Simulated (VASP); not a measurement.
# NaF (Fm-3m) in VASP: further runs

The runs below take NaF through single point, with PBE, PBE+D3(BJ).

Program: VASP 6.6.1. These are calculated values, not measurements. Logs are shortened: lines on timing, memory, paths and dates and some standing lists are left out, and cuts for length are marked.

### Step 1. The cell of the first run

It takes space group Fm-3m (No. 225, cubic). The conventional cell has a = 4.627 Å, b = 4.627 Å, c = 4.627 Å, α = 90.00°, β = 90.00°, γ = 90.00°. Within 3.1 Å of Na (site symmetry m-3m) lie 6 F at 2.31 Å. F (site symmetry m-3m) has 6 Na at 2.31 Å within 3.1 Å.

### Step 2. Single point, PBE

Input file INCAR:

```
SYSTEM = NaF
ALGO = Normal
EDIFF = 1E-6
ENCUT = 600
GGA = PE
GGA_COMPAT = .False.
ISIF = 2
ISMEAR = -1
LASPH = .True.
LCHARG = .True.
LELF = .True.
LREAL = .False.
LVHAR = .True.
LWAVE = .False.
NBANDS = 14
NELM = 120
PREC = Accurate
SIGMA = 0.0893
```

Input file KPOINTS:

```
k-points
0
Gamma
  7 7 7
  0 0 0
```

Input file POSCAR:

```
NaF
1.0
    0.0000000000      2.3136160000      2.3136160000
    2.3136160000      0.0000000000      2.3136160000
    2.3136160000      2.3136160000      0.0000000000
Na F
1 1
Direct
    0.0000000000      0.0000000000      0.0000000000
    0.5000000000      0.5000000000      0.5000000000
```

Potentials or basis: VASP PAW PBE potentials, release 64 (Na_pv, F).

Launch:

```console
> cat potpaw_PBE.64/Na_pv/POTCAR potpaw_PBE.64/F/POTCAR > POTCAR
> mpirun -np 1 vasp_std > vasp.out
```

OUTCAR:

```text
SYSTEM = NaF
   EDIFF = 1E-6
   ENCUT = 600
   GGA = PE
   ISIF = 2
   ISMEAR = -1
   LASPH = .True.
   LREAL = .False.
   NELM = 120
   PREC = Accurate

 ion  position               nearest neighbor table
   1  0.000  0.000  0.000-   2 2.31   2 2.31   2 2.31   2 2.31   2 2.31   2 2.31
   2  0.500  0.500  0.500-   1 2.31   1 2.31   1 2.31   1 2.31   1 2.31   1 2.31

  LATTYP: Found a face centered cubic cell.
 ALAT       =     4.6272320000

  Lattice vectors:

 A1 = (   0.0000000000,   2.3136160000,   2.3136160000)
 A2 = (   2.3136160000,   0.0000000000,   2.3136160000)
 A3 = (   2.3136160000,   2.3136160000,   0.0000000000)

Analysis of symmetry for initial positions (statically):
=====================================================================
 Subroutine PRICEL returns:
 Original cell was already a primitive cell.

 Routine SETGRP: Setting up the symmetry group for a
 face centered cubic supercell.

 Subroutine GETGRP returns: Found 48 space group operations
 (whereof 48 operations were pure point group operations)
 out of a pool of 48 trial point group operations.

The static configuration has the point symmetry O_h .

Analysis of symmetry for dynamics (positions and initial velocities):
=====================================================================
 Subroutine PRICEL returns:
 Original cell was already a primitive cell.

 Routine SETGRP: Setting up the symmetry group for a
 face centered cubic supercell.

 Subroutine GETGRP returns: Found 48 space group operations
 (whereof 48 operations were pure point group operations)
 out of a pool of 48 trial point group operations.

The dynamic configuration has the point symmetry O_h .

 Subroutine INISYM returns: Found 48 space group operations
 (whereof 48 operations are pure point group operations),
 and found     1 'primitive' translations

----------------------------------------------------------------------------------------

                                     Primitive cell

  volume of cell :      24.7687

  direct lattice vectors                    reciprocal lattice vectors
     0.000000000  2.313616000  2.313616000    -0.216111922  0.216111922  0.216111922
     2.313616000  0.000000000  2.313616000     0.216111922 -0.216111922  0.216111922
     2.313616000  2.313616000  0.000000000     0.216111922  0.216111922 -0.216111922

  length of vectors
     3.271947125  3.271947125  3.271947125     0.374316829  0.374316829  0.374316829

  position of ions in fractional coordinates (direct lattice)
     0.000000000  0.000000000  0.000000000
     0.500000000  0.500000000  0.500000000

  ion indices of the primitive-cell ions
   primitive index   ion index
                 1           1
                 2           2

----------------------------------------------------------------------------------------

 KPOINTS: k-points

Automatic generation of k-mesh.
 Grid dimensions read from file:
 generate k-points for:    7    7    7

 Generating k-lattice:

  Cartesian coordinates                     Fractional coordinates (reciprocal lattice)
    -0.030873132  0.030873132  0.030873132     0.142857143  0.000000000  0.000000000
     0.030873132 -0.030873132  0.030873132     0.000000000  0.142857143  0.000000000
     0.030873132  0.030873132 -0.030873132     0.000000000  0.000000000  0.142857143

  Length of vectors
     0.053473833  0.053473833  0.053473833

  Shift w.r.t. Gamma in fractional coordinates (k-lattice)
     0.000000000  0.000000000  0.000000000

 Subroutine IBZKPT returns following result:
 ===========================================

 Found     20 irreducible k-points:

 Following reciprocal coordinates:
            Coordinates               Weight
  0.000000  0.000000  0.000000      1.000000
  0.142857  0.000000  0.000000      8.000000
  0.285714  0.000000  0.000000      8.000000
  0.428571  0.000000  0.000000      8.000000
  0.142857  0.142857  0.000000      6.000000
  0.285714  0.142857  0.000000     24.000000
[... 12 lines left out ...]
 -0.428571  0.428571  0.142857     24.000000
 -0.285714  0.428571  0.142857     24.000000
   k-points           NKPTS =     20   k-points in BZ     NKDIM =     20   number of bands    NBANDS=     14
   number of dos      NEDOS =    301   number of ions     NIONS =      2
   total plane-waves  NPLWV =  21952
   dimension x,y,z NGX =    28 NGY =   28 NGZ =   28
   dimension x,y,z NGXF=    56 NGYF=   56 NGZF=   56
   ions per type =               1   1
   NGX,Y,Z   is equivalent  to a cutoff of  14.23, 14.23, 14.23 a.u.
   NGXF,Y,Z  is equivalent  to a cutoff of  28.45, 28.45, 28.45 a.u.
 SYSTEM =  NaF
   PREC   = accura    normal or accurate (medium, high low for compatibility)
   ISTART =      0    job   : 0-new  1-cont  2-samecut
   ICHARG =      2    charge: 1-file 2-atom 10-const
   ISPIN  =      1    spin polarized calculation?
   LNONCOLLINEAR =      F non collinear calculations
   LSORBIT =      F    spin-orbit coupling
   LASPH  =      T    aspherical Exc in radial PAW
   ENCUT  =  600.0 eV  44.10 Ry    6.64 a.u.   6.53  6.53  6.53*2*pi/ulx,y,z
   NELM   =    120;   NELMIN=  2; NELMDL= -5     # of ELM steps
   EDIFF  = 0.1E-05   stopping-criterion for ELM
   LREAL  =      F    real-space projection
   EDIFFG = 0.1E-04   stopping-criterion for IOM
   NSW    =      0    number of steps for IOM
   IBRION =     -1    ionic relax: 0-MD 1-quasi-New 2-CG
   NFREE  =      0    steps in history (QN), initial steepest desc. (CG)
   ISIF   =      2    stress and relaxation
   ISYM   =      2    0-nonsym 1-usesym 2-fastsym
   POTIM  = 0.5000    time-step for ionic-motion
   TEBEG  =    0.0;   TEEND  =   0.0 temperature during run
   PSTRESS=    0.0 pullay stress
   NELECT =      14.0000    total number of electrons
   NUPDOWN=      -1.0000    fix difference up-down
   EMIN   =  10.00;   EMAX   =-10.00  energy-range for DOS
   EFERMI =   0.00;   METHOD = LEGACY
   ISMEAR =    -1;   SIGMA  =   0.09  broadening in eV -4-tet -1-fermi 0-gaus
   EFERMI_NEDOS =   21; number of points for ismear=-14 and -15
   IALGO  =     38    algorithm
   IMIX   =      4    mixing-type and parameters
     AMIX     =   0.40;   BMIX     =  1.00
     AMIX_MAG =   1.60;   BMIX_MAG =  1.00
  volume/ion in A,a.u.               =      12.38        83.57
  Fermi-wavevector in a.u.,A,eV,Ry     =   1.353577  2.557889 24.928188  1.832170
  Thomas-Fermi vector in A             =   2.480821
   LORBIT       =      0    0 simple, 1 ext, 2 COOP (PROOUT), +10 PAW based schemes
   GGA     = PE    functional components
   LHFCALC =     F    Hartree Fock is set to
   AEXX    =    0.0000 exact exchange contribution
   IVDW    =     0    specifies the selected vdW correction
   LEPSILON=     F    determine dielectric tensor
   LRPA    =     F    only Hartree local field effects (RPA)
 non-spin polarized calculation
  energy-cutoff  :      600.00
  volume of cell :       24.77
 maximum number of plane-waves:       869
 NGX is ok and might be reduce to    28
   NGX = 13   NGY = 13   NGZ = 13

 number of electron      14.0000006 magnetization

 Free energy of the ion-electron system (eV)
  ---------------------------------------------------
  ext. energy  EPLUGINS =         0.00000000
  ---------------------------------------------------
  free energy    TOTEN  =        -8.56177915 eV

  energy without entropy =       -8.56177915  energy(sigma->0) =       -8.56177915

 E-fermi :  -0.0966     XC(G=0):  -9.1757

 val. band max:       -2.0680943347   @ k =   0.0000   0.0000   0.0000
 cond. band min:       4.2572173984   @ k =   0.0000   0.0000   0.0000
 fundamental gap:      6.3253117331
 Fermi energy:        -0.0965694349

 k-point     1 :       0.0000    0.0000    0.0000
  band No.  band energies     occupation
      1     -21.2489      2.00000
      2     -20.9995      2.00000
      3     -20.9995      2.00000
      4     -20.9995      2.00000
      5      -2.0681      2.00000
      6      -2.0681      2.00000
      7      -2.0681      2.00000
      8       4.2572      0.00000
      9      16.9420      0.00000
     10      16.9420      0.00000
     11      16.9420      0.00000
     12      19.8162      0.00000
     13      21.9961      0.00000
     14      21.9961      0.00000

 k-point     2 :       0.1429    0.0000    0.0000
  band No.  band energies     occupation
      1     -21.4821      2.00000
      2     -21.0018      2.00000
      3     -21.0018      2.00000
      4     -20.7399      2.00000
      5      -2.4432      2.00000
      6      -2.1171      2.00000
      7      -2.1171      2.00000
      8       4.9596      0.00000
      9      14.8867      0.00000
     10      17.2494      0.00000
     11      17.2494      0.00000
     12      21.3042      0.00000
     13      21.3042      0.00000
     14      21.9822      0.00000

 k-point     3 :       0.2857    0.0000    0.0000
  band No.  band energies     occupation
      1     -21.7255      2.00000
      2     -21.0070      2.00000
      3     -21.0070      2.00000
      4     -20.4366      2.00000
      5      -3.1361      2.00000
      6      -2.2260      2.00000
      7      -2.2260      2.00000
      8       6.5727      0.00000
      9      12.5968      0.00000
     10      17.8469      0.00000
     11      17.8469      0.00000
     12      20.6825      0.00000
     13      20.6825      0.00000
     14      22.2331      0.00000

 k-point     4 :       0.4286    0.0000    0.0000
  band No.  band energies     occupation
      1     -21.8572      2.00000
      2     -21.0111      2.00000
      3     -21.0111      2.00000
      4     -20.2558      2.00000
      5      -3.6012      2.00000
      6      -2.3116      2.00000
      7      -2.3116      2.00000
      8       8.3100      0.00000
      9      10.8522      0.00000
     10      18.0824      0.00000
     11      18.0824      0.00000
     12      20.8297      0.00000
     13      20.8297      0.00000
     14      21.7825      0.00000

 k-point     5 :       0.1429    0.1429    0.0000
  band No.  band energies     occupation
      1     -21.4890      2.00000
      2     -21.0095      2.00000
      3     -21.0095      2.00000
      4     -20.7156      2.00000
      5      -2.4969      2.00000
      6      -2.1515      2.00000
      7      -2.1515      2.00000
      8       5.1776      0.00000
      9      14.6885      0.00000
     10      17.1172      0.00000
     11      17.1172      0.00000
[... 208 lines left out ...]
 k-point    18 :      -0.4286    0.2857    0.1429
  band No.  band energies     occupation
      1     -21.6669      2.00000
      2     -21.0626      2.00000
      3     -21.0351      2.00000
      4     -20.4127      2.00000
      5      -3.2992      2.00000
      6      -2.6817      2.00000
      7      -2.4219      2.00000
      8       9.4888      0.00000
      9      11.1643      0.00000
     10      14.7778      0.00000
     11      16.6711      0.00000
     12      20.0670      0.00000
     13      21.4552      0.00000
     14      25.9226      0.00000

 k-point    19 :      -0.4286    0.4286    0.1429
  band No.  band energies     occupation
      1     -21.4539      2.00000
      2     -21.0873      2.00000
      3     -21.0666      2.00000
      4     -20.6054      2.00000
      5      -3.2234      2.00000
      6      -2.6370      2.00000
      7      -2.5357      2.00000
      8      10.2382      0.00000
      9      11.3301      0.00000
     10      13.2858      0.00000
     11      16.2178      0.00000
     12      18.9917      0.00000
     13      23.6083      0.00000
     14      24.4974      0.00000

 k-point    20 :      -0.2857    0.4286    0.1429
  band No.  band energies     occupation
      1     -21.5189      2.00000
      2     -21.1031      2.00000
      3     -21.0637      2.00000
      4     -20.5149      2.00000
      5      -3.0066      2.00000
      6      -2.9696      2.00000
      7      -2.5357      2.00000
      8      10.7991      0.00000
      9      11.2139      0.00000
     10      13.2100      0.00000
     11      15.6089      0.00000
     12      20.1268      0.00000
     13      22.4839      0.00000
     14      25.1072      0.00000

------------------------ aborting loop because EDIFF is reached ----------------------------------------

  FORCE on cell =-STRESS in cart. coord.  units (eV):
  Direction    XX          YY          ZZ          XY          YZ          ZX
  --------------------------------------------------------------------------------------
  -------------------------------------------------------------------------------------
  Total        0.3312296      0.3312296      0.3312296     -0.0000000      0.0000000     -0.0000000
  in kB       21.4257460     21.4257460     21.4257460     -0.0000000      0.0000000     -0.0000000
  external PRESSURE =      21.4257460 kB  Pullay stress =       0.0000000 kB

 VOLUME and BASIS-vectors are now :
 -----------------------------------------------------------------------------
  energy-cutoff  :      600.00
  volume of cell :       24.77
      direct lattice vectors                 reciprocal lattice vectors
     0.000000000  2.313616000  2.313616000    -0.216111922  0.216111922  0.216111922
     2.313616000  0.000000000  2.313616000     0.216111922 -0.216111922  0.216111922
     2.313616000  2.313616000  0.000000000     0.216111922  0.216111922 -0.216111922

 POSITION                                       TOTAL-FORCE (eV/Angst)
 -----------------------------------------------------------------------------------
      0.00000      0.00000      0.00000        -0.000000     -0.000000     -0.000000
      2.31362      2.31362      2.31362         0.000000      0.000000      0.000000
 -----------------------------------------------------------------------------------
    total drift:                                0.000000      0.000000      0.000000

  FREE ENERGIE OF THE ION-ELECTRON SYSTEM (eV)
  ---------------------------------------------------
  free  energy   TOTEN  =        -8.5617791469 eV

  energy  without entropy=       -8.5617791468  energy(sigma->0) =       -8.56177915
```

Wall time 10 s (1 thread of Intel Xeon Platinum 8488C (Sapphire Rapids), shared host); peak memory 0.14 GiB.

Results:

```
Free energy            : -8.5618 eV
Pressure               : 2.1 GPa
Band gap on the k mesh : 6.33 eV, direct
```

(Part 1 of 2 ends here.)
